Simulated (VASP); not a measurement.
# W (I4/mmm) in VASP: notebook

The runs below take W through single point, with PBE.

Everything below comes from runs of VASP 6.6.1. Logs are shortened: lines on timing, memory, paths and dates and some standing lists are left out, and cuts for length are marked.

## (1) The cell of the first run

Symmetry: I4/mmm, No. 139, tetragonal system. Conventional cell: a = 3.184 Å, b = 3.184 Å, c = 3.231 Å, α = 90.00°, β = 90.00°, γ = 90.00°. Within 3.7 Å of W (site symmetry 4/mmm) lie 14 W at 2.77 to 3.23 Å.

## (2) Single point, PBE (strain +0.000 along x and y, +0.015 along z)

Input file INCAR:

```
  PREC = Accurate
  ENCUT = 520
  EDIFF = 1E-7
  ISMEAR = 0
  SIGMA = 0.15
  LREAL = F
  LASPH = T
  NELM = 80
  ALGO = Fast
  ISIF = 2
  LWAVE = F
  LCHARG = F
  GGA = PE
  NBANDS = 13
```

Input file KPOINTS:

```
regular mesh
0
Gamma
  26 26 26
```

Input file POSCAR:

```
W
1.0
   -1.5917793224      1.5917793224      1.6156560122
    1.5917793224     -1.5917793224      1.6156560122
    1.5917793224      1.5917793224     -1.6156560122
W
1
Direct
    0.0000000000      0.0000000000      0.0000000000
```

Potentials or basis: VASP PAW PBE potentials, release 64 (W_sv).

Run with:

```
$ cat potpaw_PBE.64/W_sv/POTCAR > POTCAR
$ mpirun -np 1 vasp_std > vasp.out
```

OUTCAR:

```text
PREC = Accurate
   ENCUT = 520
   EDIFF = 1E-7
   ISMEAR = 0
   LREAL = F
   LASPH = T
   NELM = 80
   ISIF = 2
   GGA = PE

 ion  position               nearest neighbor table
   1  0.000  0.000  0.000-

  LATTYP: Found a body centered tetragonal cell.
 ALAT       =     3.1835586448
 C/A-ratio  =     1.0150000000

  Lattice vectors:

 A1 = (  -1.5917793224,   1.5917793224,   1.6156560122)
 A2 = (   1.5917793224,  -1.5917793224,   1.6156560122)
 A3 = (   1.5917793224,   1.5917793224,  -1.6156560122)

Analysis of symmetry for initial positions (statically):
=====================================================================
 Subroutine PRICEL returns:
 Original cell was already a primitive cell.

 Routine SETGRP: Setting up the symmetry group for a
 body centered tetragonal supercell.

 Subroutine GETGRP returns: Found 16 space group operations
 (whereof 16 operations were pure point group operations)
 out of a pool of 16 trial point group operations.

The static configuration has the point symmetry D_4h.

Analysis of symmetry for dynamics (positions and initial velocities):
=====================================================================
 Subroutine PRICEL returns:
 Original cell was already a primitive cell.

 Routine SETGRP: Setting up the symmetry group for a
 body centered tetragonal supercell.

 Subroutine GETGRP returns: Found 16 space group operations
 (whereof 16 operations were pure point group operations)
 out of a pool of 16 trial point group operations.

The dynamic configuration has the point symmetry D_4h.

 Subroutine INISYM returns: Found 16 space group operations
 (whereof 16 operations are pure point group operations),
 and found     1 'primitive' translations

----------------------------------------------------------------------------------------

                                     Primitive cell

  volume of cell :      16.3747

  direct lattice vectors                    reciprocal lattice vectors
    -1.591779322  1.591779322  1.615656012     0.000000000  0.314113893  0.309471816
     1.591779322 -1.591779322  1.615656012     0.314113893  0.000000000  0.309471816
     1.591779322  1.591779322 -1.615656012     0.314113893  0.314113893  0.000000000

  length of vectors
     2.770896456  2.770896456  2.770896456     0.440953901  0.440953901  0.444224128

  position of ions in fractional coordinates (direct lattice)
     0.000000000  0.000000000  0.000000000
[... 84 lines left out ...]
   POTIM  = 0.5000    time-step for ionic-motion
   TEBEG  =    0.0;   TEEND  =   0.0 temperature during run
   PSTRESS=    0.0 pullay stress
   NELECT =      14.0000    total number of electrons
   NUPDOWN=      -1.0000    fix difference up-down
   EMIN   =  10.00;   EMAX   =-10.00  energy-range for DOS
   EFERMI =   0.00;   METHOD = LEGACY
   ISMEAR =     0;   SIGMA  =   0.15  broadening in eV -4-tet -1-fermi 0-gaus
   EFERMI_NEDOS =   21; number of points for ismear=-14 and -15
   IALGO  =     68    algorithm
   IMIX   =      4    mixing-type and parameters
     AMIX     =   0.40;   BMIX     =  1.00
     AMIX_MAG =   1.60;   BMIX_MAG =  1.00
  volume/ion in A,a.u.               =      16.37       110.50
  Fermi-wavevector in a.u.,A,eV,Ry     =   1.553791  2.936239 32.848095  2.414267
  Thomas-Fermi vector in A             =   2.657971
   LORBIT       =      0    0 simple, 1 ext, 2 COOP (PROOUT), +10 PAW based schemes
   GGA     = PE    functional components
   LHFCALC =     F    Hartree Fock is set to
   AEXX    =    0.0000 exact exchange contribution
   IVDW    =     0    specifies the selected vdW correction
   LEPSILON=     F    determine dielectric tensor
   LRPA    =     F    only Hartree local field effects (RPA)
 non-spin polarized calculation
 RMM-DIIS sequential band-by-band and
 Gauss-broadening in eV      SIGMA  =   0.15
  energy-cutoff  :      520.00
  volume of cell :       16.37
 maximum number of plane-waves:       466
 NGX is ok and might be reduce to    24
   NGX = 11   NGY = 11   NGZ = 11

 number of electron      14.0000001 magnetization

 Free energy of the ion-electron system (eV)
  ---------------------------------------------------
  ext. energy  EPLUGINS =         0.00000000
  ---------------------------------------------------
  free energy    TOTEN  =       -12.95254334 eV

  energy without entropy =      -12.94733803  energy(sigma->0) =      -12.94994068

 E-fermi :  10.9776     XC(G=0): -13.4580

 val. band max:       10.9767725099   @ k =  -0.2308   0.5000   0.2308
 cond. band min:      10.9794527140   @ k =  -0.2308   0.3462   0.1923
 fundamental gap:      0.0026802041
 Fermi energy:        10.9775634996

 k-point     1 :       0.0000    0.0000    0.0000
  band No.  band energies     occupation
      1     -63.2504      2.00000
      2     -26.8615      2.00000
      3     -26.8555      2.00000
      4     -26.8555      2.00000
      5       1.5230      2.00000
      6       9.7421      2.00000
      7       9.7421      2.00000
      8       9.9296      2.00000
      9      13.0348      0.00000
     10      13.2856      0.00000
     11      25.2377      0.00000
     12      25.5175      0.00000
     13      25.5175      0.00000
[... 354 lines left out ...]
  band No.  band energies     occupation
      1     -63.1448      2.00000
      2     -27.9156      2.00000
      3     -27.2013      2.00000
      4     -26.8666      2.00000
      5       4.9589      2.00000
      6       7.7999      2.00000
      7      10.3679      2.00000
      8      12.9934      0.00000
      9      13.8224      0.00000
     10      15.8394      0.00000
     11      22.5842      0.00000
     12      23.2225      0.00000
     13      28.9187      0.00000

 [... further k-points ...]

------------------------ aborting loop because EDIFF is reached ----------------------------------------

  FORCE on cell =-STRESS in cart. coord.  units (eV):
  Direction    XX          YY          ZZ          XY          YZ          ZX
  --------------------------------------------------------------------------------------
  -------------------------------------------------------------------------------------
  Total       -0.2456966     -0.2456966     -0.6954359      0.0000000      0.0000000      0.0000000
  in kB      -24.0400323    -24.0400323    -68.0445096      0.0000000      0.0000000      0.0000000
  external PRESSURE =     -38.7081914 kB  Pullay stress =       0.0000000 kB

 VOLUME and BASIS-vectors are now :
 -----------------------------------------------------------------------------
  energy-cutoff  :      520.00
  volume of cell :       16.37
      direct lattice vectors                 reciprocal lattice vectors
    -1.591779322  1.591779322  1.615656012     0.000000000  0.314113893  0.309471816
     1.591779322 -1.591779322  1.615656012     0.314113893  0.000000000  0.309471816
     1.591779322  1.591779322 -1.615656012     0.314113893  0.314113893  0.000000000

 POSITION                                       TOTAL-FORCE (eV/Angst)
 -----------------------------------------------------------------------------------
      0.00000      0.00000      0.00000        -0.000000     -0.000000      0.000000
 -----------------------------------------------------------------------------------
    total drift:                               -0.000000      0.000000      0.000000

  FREE ENERGIE OF THE ION-ELECTRON SYSTEM (eV)
  ---------------------------------------------------
  free  energy   TOTEN  =       -12.9525433409 eV

  energy  without entropy=      -12.9473380265  energy(sigma->0) =      -12.94994068
```

Wall time 4.1 min (1 thread of AMD EPYC 7R13 (Zen 3), shared host); peak memory 0.34 GiB.

Results:

```
Free energy            : -12.9525 eV
Pressure               : -3.9 GPa
Band gap on the k mesh : zero (bands 7 and 8 overlap by 5.96 eV)
```

Levels at points of the mesh, in eV from the Fermi level:
```csv
k point,band 4,band 5,band 6,band 7,band 8,band 9,band 10,band 11
"(0.00, 0.00, 0.00)",-37.83,-9.45,-1.24,-1.24,-1.05,2.06,2.31,14.26
"(0.50, 0.00, 0.00)",-37.84,-6.07,-3.35,0.54,1.96,2.98,5.85,10.53
"(0.50, 0.50, 0.00)",-37.85,-6.06,-3.54,0.65,2.23,3.09,5.89,10.64
"(0.50, 0.50, 0.50)",-38.63,-5.60,-5.56,4.89,4.96,4.96,7.72,8.13
```

Caveat: the cell differs from its parent crystal (strain +0.000 along x and y, +0.015 along z); the cell stands under tension; spin-orbit coupling is left out, which moves the levels of the heavy elements.

## (3) Single point, PBE (strain +0.015 along x and y, -0.015 along z)

Input file INCAR:

```
SYSTEM = W
PREC     = Accurate       ! precision mode
ENCUT    = 520            ! plane-wave cutoff, eV
EDIFF    = 1E-6           ! SCF threshold, eV
ISMEAR   = 0              ! smearing method
SIGMA    = 0.15           ! smearing width, eV
LREAL    = .False.        ! projectors in reciprocal space
LASPH    = .True.         ! aspherical terms in the spheres
NELM     = 100            ! most SCF steps
ALGO     = Fast           ! electronic algorithm
ISIF     = 2              ! what is computed and relaxed
LWAVE    = .False.        ! write WAVECAR
LCHARG   = .False.        ! write CHGCAR
GGA      = PE             ! functional
NBANDS   = 13             ! bands
```

Input file KPOINTS:

```
Automatic mesh
0
Gamma
  26 26 26
  0 0 0
```

Input file POSCAR:

```
W
1.0
   -1.6156560122      1.6156560122      1.5679026326
    1.6156560122     -1.6156560122      1.5679026326
    1.6156560122      1.6156560122     -1.5679026326
W
1
Direct
    0.0000000000      0.0000000000      0.0000000000
```

Potentials or basis: VASP PAW PBE potentials, release 64 (W_sv).

Run with:

```
$ cat potpaw_PBE.64/W_sv/POTCAR > POTCAR
$ mpirun -np 1 vasp_std > vasp.out
```

Wall time 3.8 min (1 thread of AMD EPYC 7R13 (Zen 3), shared host); peak memory 0.34 GiB.

It converged, with:

| Property | Result |
| --- | --- |
| Free energy | -12.9456 eV |
| Pressure | -3.7 GPa |
| Band gap on the k mesh | zero (bands 7 and 8 overlap by 6.04 eV) |

Stress tensor (GPa, compression positive):
```
-6.78  0.00  0.00
 0.00 -6.78  0.00
 0.00  0.00  2.32
```

Levels at points of the mesh, in eV from the Fermi level:
```tsv
k point	band 5	band 6	band 7	band 8	band 9	band 10
(0.00, 0.00, 0.00)	-9.46	-1.43	-1.04	-1.04	1.91	2.43
(0.50, 0.00, 0.00)	-6.06	-3.54	0.65	2.15	3.17	5.88
(0.50, 0.50, 0.00)	-6.08	-3.14	0.42	1.72	2.83	5.81
(0.50, 0.50, 0.50)	-5.62	-5.54	4.90	4.90	5.02	7.72
```

Caveat: the cell differs from its parent crystal (strain +0.015 along x and y, -0.015 along z); the stress differs along the axes, from -7 to 2 GPa; spin-orbit coupling is left out, which moves the levels of the heavy elements.

## (4) Single point, PBE (strain +0.000 along x and y, +0.030 along z)

Input file INCAR:

```
SYSTEM = W
  PREC = Accurate
  ENCUT = 520
  EDIFF = 1E-6
  ISMEAR = 0
  SIGMA = 0.15
  LREAL = .FALSE.
  LASPH = .TRUE.
  NELM = 100
  ALGO = Fast
  ISIF = 2
  LWAVE = .FALSE.
  LCHARG = .TRUE.
  GGA = PE
  LELF = .TRUE.
  LVHAR = .TRUE.
  NBANDS = 13
```

Input file KPOINTS:

```
regular mesh
0
G
  26 26 26
  0 0 0
```

Input file POSCAR:

```
W
1.0
   -1.5917793224      1.5917793224      1.6395327021
    1.5917793224     -1.5917793224      1.6395327021
    1.5917793224      1.5917793224     -1.6395327021
W
1
Direct
    0.0000000000      0.0000000000      0.0000000000
```

Run with:

```
$ cat potpaw_PBE.64/W_sv/POTCAR > POTCAR
$ mpirun -np 1 vasp_std > vasp.out
```

It took 3.7 min on 1 thread of AMD EPYC 7R13 (Zen 3), shared host; peak memory 0.35 GiB.

The run converged. Its results:

| Property | Result |
| --- | --- |
| Free energy | -12.9374 eV |
| Pressure | -7.9 GPa |
| Band gap on the k mesh | zero (bands 7 and 8 overlap by 5.73 eV) |

Stress tensor (GPa, compression positive):
```
 -5.14   0.00   0.00
  0.00  -5.14   0.00
  0.00   0.00 -13.44
```

Levels at points of the mesh, in eV from the Fermi level:
```
           k point  band 3  band 4  band 5  band 6  band 7  band 8  band 9  band 10  band 11  band 12
(0.00, 0.00, 0.00)  -37.87  -37.87   -9.37   -1.26   -1.26   -0.90    1.90     2.38    14.06    14.60
(0.50, 0.00, 0.00)  -38.22  -37.87   -5.98   -3.21    0.46    1.80    2.93     5.70    10.26    11.42
(0.50, 0.50, 0.00)  -38.26  -37.89   -5.96   -3.59    0.68    2.34    3.11     5.79    10.49    11.27
(0.50, 0.50, 0.50)  -38.62  -38.62   -5.50   -5.42    4.76    4.88    4.88     7.36     8.15     8.15
```

Caveat: the cell differs from its parent crystal (strain +0.000 along x and y, +0.030 along z); the stress differs along the axes, from -13 to -5 GPa; spin-orbit coupling is left out, which moves the levels of the heavy elements.

## (5) Summary

| cell | further INCAR settings | gap on the mesh (eV) | pressure (GPa) |
| --- | --- | --- | --- |
| a = 2.771 Å, angles 109.9, 109.9, 108.7°, 1 atom | ALGO = Fast; EDIFF = 1e-07; NBANDS = 13 | none | -3.9 |
| a = 2.771 Å, angles 108.7, 108.7, 111.1°, 1 atom | ALGO = Fast; EDIFF = 1e-06; NBANDS = 13 | none | -3.7 |
| a = 2.785 Å, angles 110.3, 110.3, 107.9°, 1 atom | ALGO = Fast; EDIFF = 1e-06; NBANDS = 13 | none | -7.9 |

Alike in all rows: task single point; level PBE; potentials or basis VASP PAW PBE potentials, release 64 (W_sv); no spin polarisation; k mesh 26 × 26 × 26; cutoff (eV) 520; smearing gaussian 0.15 eV.

Caveats: spin-orbit coupling is left out, which moves the levels of the heavy elements; the cell stands under tension (at least some runs); the stress differs along the axes, from -7 to 2 GPa (at least some runs); the stress differs along the axes, from -13 to -5 GPa (at least some runs).

Total energies depend on the potentials used, so only differences within one code and one set of settings carry meaning.
